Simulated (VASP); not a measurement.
# Ge (Imma) in VASP: notebook, part 2 of 2

VASP 6.6.1. The steps go on from the part before.

## (7) Single point, LDA

This run uses another cell than the first one, of 20.03 Å³/atom.

INCAR

```
  PREC = Accurate
  ENCUT = 520
  EDIFF = 1E-7
  ISMEAR = -1
  SIGMA = 0.15
  LREAL = F
  LASPH = T
  NELM = 60
  ALGO = Normal
  ISIF = 2
  LWAVE = F
  LCHARG = F
  GGA = CA
  NBANDS = 21
```

KPOINTS

```
regular mesh
0
Gamma
  11 11 11
```

POSCAR

```
Ge
1.0
   -2.5395053008      2.6971725716      1.4620546264
    2.5395053008     -2.6971725716      1.4620546264
    2.5395053008      2.6971725716     -1.4620546264
Ge
2
Direct
    0.1859400000      0.9359400000      0.2500000000
    0.8140600000      0.0640600000      0.7500000000
```

Potentials or basis: VASP PAW LDA potentials, release 64 (Ge_d).

On the command line:

```sh
> cat potpaw_LDA.64/Ge_d/POTCAR > POTCAR
> mpirun -np 1 vasp_std > vasp.out
```

OUTCAR:

```text
PREC = Accurate
   ENCUT = 520
   EDIFF = 1E-7
   ISMEAR = -1
   LREAL = F
   LASPH = T
   NELM = 60
   ISIF = 2
   GGA = CA

 ion  position               nearest neighbor table
   1  0.186  0.936  0.250-   2 2.72   2 2.72   2 2.76   2 2.76
   2  0.814  0.064  0.750-   1 2.72   1 2.72   1 2.76   1 2.76

  LATTYP: Found a body centered orthorhombic cell.
 ALAT       =     2.9241092528
 B/A-ratio  =     1.7369428303
 C/A-ratio  =     1.8447823514

  Lattice vectors:

 A1 = (   2.5395053008,  -2.6971725716,   1.4620546264)
 A2 = (  -2.5395053008,  -2.6971725716,  -1.4620546264)
 A3 = (   2.5395053008,   2.6971725716,  -1.4620546264)

Analysis of symmetry for initial positions (statically):
=====================================================================
 Subroutine PRICEL returns:
 Original cell was already a primitive cell.

 Routine SETGRP: Setting up the symmetry group for a
 body centered orthorhombic supercell.

 Subroutine GETGRP returns: Found  8 space group operations
 (whereof  4 operations were pure point group operations)
 out of a pool of  8 trial point group operations.

The static configuration has the point symmetry C_2h.
 The point group associated with its full space group is D_2h.

Analysis of symmetry for dynamics (positions and initial velocities):
=====================================================================
 Subroutine PRICEL returns:
 Original cell was already a primitive cell.

 Routine SETGRP: Setting up the symmetry group for a
 body centered orthorhombic supercell.

 Subroutine GETGRP returns: Found  8 space group operations
 (whereof  4 operations were pure point group operations)
 out of a pool of  8 trial point group operations.

The dynamic configuration has the point symmetry C_2h.
[... 106 lines left out ...]
   ISIF   =      2    stress and relaxation
   ISYM   =      2    0-nonsym 1-usesym 2-fastsym
   POTIM  = 0.5000    time-step for ionic-motion
   TEBEG  =    0.0;   TEEND  =   0.0 temperature during run
   PSTRESS=    0.0 pullay stress
   NELECT =      28.0000    total number of electrons
   NUPDOWN=      -1.0000    fix difference up-down
   EMIN   =  10.00;   EMAX   =-10.00  energy-range for DOS
   EFERMI =   0.00;   METHOD = LEGACY
   ISMEAR =    -1;   SIGMA  =   0.15  broadening in eV -4-tet -1-fermi 0-gaus
   EFERMI_NEDOS =   21; number of points for ismear=-14 and -15
   IALGO  =     38    algorithm
   IMIX   =      4    mixing-type and parameters
     AMIX     =   0.40;   BMIX     =  1.00
     AMIX_MAG =   1.60;   BMIX_MAG =  1.00
  volume/ion in A,a.u.               =      20.03       135.16
  Fermi-wavevector in a.u.,A,eV,Ry     =   1.452893  2.745570 28.720520  2.110899
  Thomas-Fermi vector in A             =   2.570223
   LORBIT       =      0    0 simple, 1 ext, 2 COOP (PROOUT), +10 PAW based schemes
   GGA     = CA    functional components
   LHFCALC =     F    Hartree Fock is set to
   AEXX    =    0.0000 exact exchange contribution
   IVDW    =     0    specifies the selected vdW correction
   LEPSILON=     F    determine dielectric tensor
   LRPA    =     F    only Hartree local field effects (RPA)
 non-spin polarized calculation
  energy-cutoff  :      520.00
  volume of cell :       40.06
 maximum number of plane-waves:      1100
 NGX is ok and might be reduce to    30
   NGX = 15   NGY = 15   NGZ = 15

 number of electron      28.0000018 magnetization

 Free energy of the ion-electron system (eV)
  ---------------------------------------------------
  ext. energy  EPLUGINS =         0.00000000
  ---------------------------------------------------
  free energy    TOTEN  =        -9.94349710 eV

  energy without entropy =       -9.87762086  energy(sigma->0) =       -9.91055898

 E-fermi :   5.6907     XC(G=0): -11.2146

 val. band max:        5.6816890537   @ k =  -0.2727   0.3636   0.1818
 cond. band min:       5.6949770961   @ k =  -0.4545  -0.3636   0.3636
 fundamental gap:      0.0132880424
 Fermi energy:         5.6906543019

 k-point     1 :       0.0000    0.0000    0.0000
  band No.  band energies     occupation
      1     -19.0832      2.00000
      2     -19.0181      2.00000
      3     -19.0181      2.00000
      4     -19.0106      2.00000
      5     -18.9868      2.00000
      6     -18.9529      2.00000
[... 565 lines left out ...]
     20      16.3343      0.00000
     21      16.5472      0.00000

 [... further k-points ...]
[... 5 lines left out ...]
  --------------------------------------------------------------------------------------
  -------------------------------------------------------------------------------------
  Total       -1.5619160     -1.8380144     -1.8125960      0.0000000      0.0000000      0.0000000
  in kB      -62.4721992    -73.5153507    -72.4986872      0.0000000      0.0000000      0.0000000
  external PRESSURE =     -69.4954124 kB  Pullay stress =       0.0000000 kB

 VOLUME and BASIS-vectors are now :
 -----------------------------------------------------------------------------
  energy-cutoff  :      520.00
  volume of cell :       40.06
      direct lattice vectors                 reciprocal lattice vectors
    -2.539505301  2.697172572  1.462054626     0.000000000  0.185379314  0.341984486
     2.539505301 -2.697172572  1.462054626     0.196888740  0.000000000  0.341984486
     2.539505301  2.697172572 -1.462054626     0.196888740  0.185379314  0.000000000

 POSITION                                       TOTAL-FORCE (eV/Angst)
 -----------------------------------------------------------------------------------
      2.53951     -1.34859      1.27474        -0.000000     -0.000000     -0.055852
      0.00000      4.04576      0.18732         0.000000      0.000000      0.055852
 -----------------------------------------------------------------------------------
    total drift:                                0.000000      0.000000     -0.000000

  FREE ENERGIE OF THE ION-ELECTRON SYSTEM (eV)
  ---------------------------------------------------
  free  energy   TOTEN  =        -9.9434970996 eV

  energy  without entropy=       -9.8776208571  energy(sigma->0) =       -9.91055898
```

Run time: 65 s. Hardware: 1 thread of Intel Xeon 6975P-C (Granite Rapids), shared host; peak memory 0.25 GiB.

What came out:

```yaml
Free_energy: -9.9435 eV
Pressure: -6.9 GPa
Largest_force: 0.056 eV/Å
Band_gap_on_the_k_mesh: zero (bands 14 and 15 overlap by 4.74 eV)
```

Forces on the atoms (eV/Å):
```
Ge   0.000  0.000 -0.056
Ge   0.000  0.000  0.056
```

Caveat: the cell stands under tension.

## (8) Overview

| cell | gap on the mesh (eV) | pressure (GPa) | largest force (eV/Å) |
| --- | --- | --- | --- |
| a = 3.807 Å, angles 100.8, 94.7, 136.9°, 2 atoms | none | 2.4 | 0.05 |
| a = 3.843 Å, angles 100.8, 94.7, 136.9°, 2 atoms | none | -0.1 | 0.05 |
| a = 3.879 Å, angles 100.8, 94.7, 136.9°, 2 atoms | none | -2.2 | 0.05 |
| a = 3.914 Å, angles 100.8, 94.7, 136.9°, 2 atoms | none | -4.1 | 0.06 |
| a = 3.949 Å, angles 100.8, 94.7, 136.9°, 2 atoms | none | -5.6 | 0.06 |
| a = 3.983 Å, angles 100.8, 94.7, 136.9°, 2 atoms | none | -6.9 | 0.06 |

Alike in all rows: task single point; level LDA; potentials or basis VASP PAW LDA potentials, release 64 (Ge_d); no spin polarisation; k mesh 11 × 11 × 11; cutoff (eV) 520; smearing fermi-dirac 0.15 eV.

Caveats: the cell stands under tension (at least some runs).

Absolute energies hang on the potentials; compare differences alone.

The gap in the log of VASP goes by the Fermi energy; the results here count the filled bands.